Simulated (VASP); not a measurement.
# SiNi (Pnma) in VASP: single point with r2SCAN

Aim: the single point of SiNi with r2SCAN.

Program: VASP 6.6.1. These are calculated values, not measurements. Logs are shortened: lines on timing, memory, paths and dates and some standing lists are left out, and cuts for length are marked.

## 1. The cell of the first run

It takes space group Pnma (No. 62, orthorhombic). The conventional cell has a = 5.098 Å, b = 3.350 Å, c = 5.574 Å, α = 90.00°, β = 90.00°, γ = 90.00°. Si (site symmetry m) has 6 Ni at 2.26 to 2.39 Å and 2 Si at 2.64 Å within 3.0 Å. Within 3.0 Å of Ni (site symmetry m) lie 6 Si at 2.26 to 2.39 Å and 4 Ni at 2.64 to 2.69 Å.

## 2. Single point, r2SCAN

The input, POSCAR:

```
SiNi
1.0
    5.0981885796      0.0000000000      0.0000000000
    0.0000000000      3.3499896106      0.0000000000
    0.0000000000      0.0000000000      5.5736326834
Si Ni
4 4
Direct
    0.3214812260      0.7500000000      0.0835308431
    0.1785187740      0.2500000000      0.5835308431
    0.8214812260      0.7500000000      0.4164691569
    0.6785187740      0.2500000000      0.9164691569
    0.0077803963      0.2500000000      0.1890439441
    0.4922196037      0.7500000000      0.6890439441
    0.5077803963      0.2500000000      0.3109560559
    0.9922196037      0.7500000000      0.8109560559
```

The input, INCAR.step1:

```
PREC = Accurate
ENCUT = 520
ISMEAR = 0
SIGMA = 0.1
LREAL = F
LASPH = T
NELM = 100
NBANDS = 38
GGA = PE
ALGO = Normal
EDIFF = 1E-4
LWAVE = T
LCHARG = F
```

The input, INCAR.step2:

```
PREC = Accurate
ENCUT = 520
EDIFF = 1E-6
ISMEAR = 0
SIGMA = 0.1
LREAL = F
LASPH = T
NELM = 100
ALGO = Normal
ISIF = 2
LWAVE = F
LCHARG = F
METAGGA = R2SCAN
LMIXTAU = T
NBANDS = 38
ISTART = 1
```

The input, KPOINTS:

```
Automatic mesh
0
Gamma
  8 10 6
```

Potentials or basis: VASP PAW PBE potentials, release 64 (Si, Ni).

Started as:

```bash
cat potpaw_PBE.64/Si/POTCAR potpaw_PBE.64/Ni/POTCAR > POTCAR
cp INCAR.step1 INCAR
mpirun -np 1 vasp_std > vasp.out
cp INCAR.step2 INCAR
mpirun -np 1 vasp_std > vasp.out
```

OUTCAR:

```text
PREC = Accurate
   ENCUT = 520
   EDIFF = 1E-6
   ISMEAR = 0
   LREAL = F
   LASPH = T
   NELM = 100
   ISIF = 2
   METAGGA = R2SCAN
   ISTART = 1

 ion  position               nearest neighbor table
   1  0.321  0.750  0.084-   8 2.26   7 2.31   7 2.31   6 2.36   5 2.39   5 2.39   4 2.64   4 2.64

   2  0.179  0.250  0.584-   7 2.26   8 2.31   8 2.31   5 2.36   6 2.39   6 2.39   3 2.64   3 2.64

   3  0.821  0.750  0.416-   6 2.26   5 2.31   5 2.31   8 2.36   7 2.39   7 2.39   2 2.64   2 2.64

   4  0.679  0.250  0.916-   5 2.26   6 2.31   6 2.31   7 2.36   8 2.39   8 2.39   1 2.64   1 2.64

   5  0.008  0.250  0.189-   4 2.26   3 2.31   3 2.31   2 2.36   1 2.39   1 2.39   7 2.64   7 2.64
                             8 2.69   8 2.69
   6  0.492  0.750  0.689-   3 2.26   4 2.31   4 2.31   1 2.36   2 2.39   2 2.39   8 2.64   8 2.64
                             7 2.69   7 2.69
   7  0.508  0.250  0.311-   2 2.26   1 2.31   1 2.31   4 2.36   3 2.39   3 2.39   5 2.64   5 2.64
                             6 2.69   6 2.69
   8  0.992  0.750  0.811-   1 2.26   2 2.31   2 2.31   3 2.36   4 2.39   4 2.39   6 2.64   6 2.64
                             5 2.69   5 2.69

  LATTYP: Found a simple orthorhombic cell.
 ALAT       =     3.3499896106
 B/A-ratio  =     1.5218520569
 C/A-ratio  =     1.6637761102

  Lattice vectors:

 A1 = (   0.0000000000,  -3.3499896106,   0.0000000000)
 A2 = (   5.0981885796,   0.0000000000,   0.0000000000)
 A3 = (   0.0000000000,   0.0000000000,   5.5736326834)

Analysis of symmetry for initial positions (statically):
=====================================================================
 Subroutine PRICEL returns:
 Original cell was already a primitive cell.

 Routine SETGRP: Setting up the symmetry group for a
 simple orthorhombic supercell.

 Subroutine GETGRP returns: Found  8 space group operations
 (whereof  2 operations were pure point group operations)
 out of a pool of  8 trial point group operations.

The static configuration has the point symmetry S_2 .
 The point group associated with its full space group is D_2h.

Analysis of symmetry for dynamics (positions and initial velocities):
=====================================================================
 Subroutine PRICEL returns:
 Original cell was already a primitive cell.

 Routine SETGRP: Setting up the symmetry group for a
 simple orthorhombic supercell.

 Subroutine GETGRP returns: Found  8 space group operations
 (whereof  2 operations were pure point group operations)
 out of a pool of  8 trial point group operations.

The dynamic configuration has the point symmetry S_2 .
 The point group associated with its full space group is D_2h.
[... 120 lines left out ...]
   TEBEG  =    0.0;   TEEND  =   0.0 temperature during run
   PSTRESS=    0.0 pullay stress
   NELECT =      56.0000    total number of electrons
   NUPDOWN=      -1.0000    fix difference up-down
   EMIN   =  10.00;   EMAX   =-10.00  energy-range for DOS
   EFERMI =   0.00;   METHOD = LEGACY
   ISMEAR =     0;   SIGMA  =   0.10  broadening in eV -4-tet -1-fermi 0-gaus
   EFERMI_NEDOS =   21; number of points for ismear=-14 and -15
   IALGO  =     38    algorithm
   IMIX   =      4    mixing-type and parameters
     AMIX     =   0.40;   BMIX     =  1.00
     AMIX_MAG =   1.60;   BMIX_MAG =  1.00
  volume/ion in A,a.u.               =      11.90        80.30
  Fermi-wavevector in a.u.,A,eV,Ry     =   1.371739  2.592212 25.601660  1.881669
  Thomas-Fermi vector in A             =   2.497409
   LORBIT       =      0    0 simple, 1 ext, 2 COOP (PROOUT), +10 PAW based schemes
   METAGGA = R2SCAN    functional components
   LHFCALC =     F    Hartree Fock is set to
   AEXX    =    0.0000 exact exchange contribution
   IVDW    =     0    specifies the selected vdW correction
   LEPSILON=     F    determine dielectric tensor
   LRPA    =     F    only Hartree local field effects (RPA)
 non-spin polarized calculation
 Gauss-broadening in eV      SIGMA  =   0.10
  energy-cutoff  :      520.00
  volume of cell :       95.19
 maximum number of plane-waves:      2584
 NGX is ok and might be reduce to    40
   NGX = 19   NGY = 13   NGZ = 21

 number of electron      55.9999978 magnetization

 Free energy of the ion-electron system (eV)
  ---------------------------------------------------
  ext. energy  EPLUGINS =         0.00000000
  ---------------------------------------------------
  free energy    TOTEN  =       -86.69681455 eV

  energy without entropy =      -86.68993154  energy(sigma->0) =      -86.69337304

 E-fermi :  10.5999     XC(G=0): -13.1912

 val. band max:       10.5705858540   @ k =   0.0000   0.0000   0.3333
 cond. band min:      10.6097199659   @ k =   0.1250   0.4000   0.0000
 fundamental gap:      0.0391341119
 Fermi energy:        10.5999177551

 k-point     1 :       0.0000    0.0000    0.0000
  band No.  band energies     occupation
      1      -3.2166      2.00000
      2       0.3484      2.00000
      3       1.7152      2.00000
      4       2.4388      2.00000
      5       3.6795      2.00000
      6       4.2046      2.00000
[... 973 lines left out ...]
     37      16.9910      0.00000
     38      17.7146      0.00000

 [... further k-points ...]

------------------------ aborting loop because EDIFF is reached ----------------------------------------

  FORCE on cell =-STRESS in cart. coord.  units (eV):
  Direction    XX          YY          ZZ          XY          YZ          ZX
  --------------------------------------------------------------------------------------
  -------------------------------------------------------------------------------------
  Total        0.0297057     -0.0517386      0.0664158      0.0000000      0.0000000      0.0000000
  in kB        0.4999797     -0.8708189      1.1178522      0.0000000      0.0000000      0.0000000
  external PRESSURE =       0.2490043 kB  Pullay stress =       0.0000000 kB

 VOLUME and BASIS-vectors are now :
 -----------------------------------------------------------------------------
  energy-cutoff  :      520.00
  volume of cell :       95.19
      direct lattice vectors                 reciprocal lattice vectors
     5.098188580  0.000000000  0.000000000     0.196148099  0.000000000  0.000000000
     0.000000000  3.349989611  0.000000000     0.000000000  0.298508388  0.000000000
     0.000000000  0.000000000  5.573632683     0.000000000  0.000000000  0.179416201

 POSITION                                       TOTAL-FORCE (eV/Angst)
 -----------------------------------------------------------------------------------
      1.63897      2.51249      0.46557        -0.007707     -0.000000      0.000556
      0.91012      0.83750      3.25239         0.007707     -0.000000      0.000556
      4.18807      2.51249      2.32125        -0.007707     -0.000000     -0.000556
      3.45922      0.83750      5.10806         0.007707      0.000000     -0.000556
      0.03967      0.83750      1.05366         0.010583      0.000000      0.001053
      2.50943      2.51249      3.84048        -0.010583      0.000000      0.001053
      2.58876      0.83750      1.73315         0.010583     -0.000000     -0.001053
      5.05852      2.51249      4.51997        -0.010583      0.000000     -0.001053
 -----------------------------------------------------------------------------------
    total drift:                               -0.000000     -0.000000      0.000000

  FREE ENERGIE OF THE ION-ELECTRON SYSTEM (eV)
  ---------------------------------------------------
  free  energy   TOTEN  =       -86.6968145529 eV

  energy  without entropy=      -86.6899315350  energy(sigma->0) =      -86.69337304
```

OUTCAR.step1:

```text
PREC = Accurate
   ENCUT = 520
   ISMEAR = 0
   LREAL = F
[... 1241 lines left out ...]
      0.03967      0.83750      1.05366         0.085472     -0.000000     -0.096956
      2.50943      2.51249      3.84048        -0.085472      0.000000     -0.096956
      2.58876      0.83750      1.73315         0.085472      0.000000      0.096956
      5.05852      2.51249      4.51997        -0.085472     -0.000000      0.096956
 -----------------------------------------------------------------------------------
    total drift:                               -0.000000     -0.000000      0.000000

  FREE ENERGIE OF THE ION-ELECTRON SYSTEM (eV)
  ---------------------------------------------------
  free  energy   TOTEN  =       -47.5657943858 eV

  energy  without entropy=      -47.5587045597  energy(sigma->0) =      -47.56224947
```

Wall time 9.2 min (1 thread of Intel Xeon 6975P-C (Granite Rapids), shared host); peak memory 0.44 GiB.

Results:

```
Free energy            : -86.6968 eV
Pressure               : 0.0 GPa
Largest force          : 0.011 eV/Å
Band gap on the k mesh : zero (bands 28 and 29 overlap by 1.96 eV)
```

Forces on the atoms (eV/Å):
```
Si  -0.008  0.000  0.001
Si   0.008  0.000  0.001
Si  -0.008  0.000 -0.001
Si   0.008  0.000 -0.001
Ni   0.011  0.000  0.001
Ni  -0.011  0.000  0.001
Ni   0.011  0.000 -0.001
Ni  -0.011  0.000 -0.001
```

Caveat: the PAW data sets were made with another functional, which shifts forces and pressure a little. Spin polarisation is off, so any magnetic state and its effect on volume and gap are missing.

The gap in the log of VASP goes by the Fermi energy; the results here count the filled bands.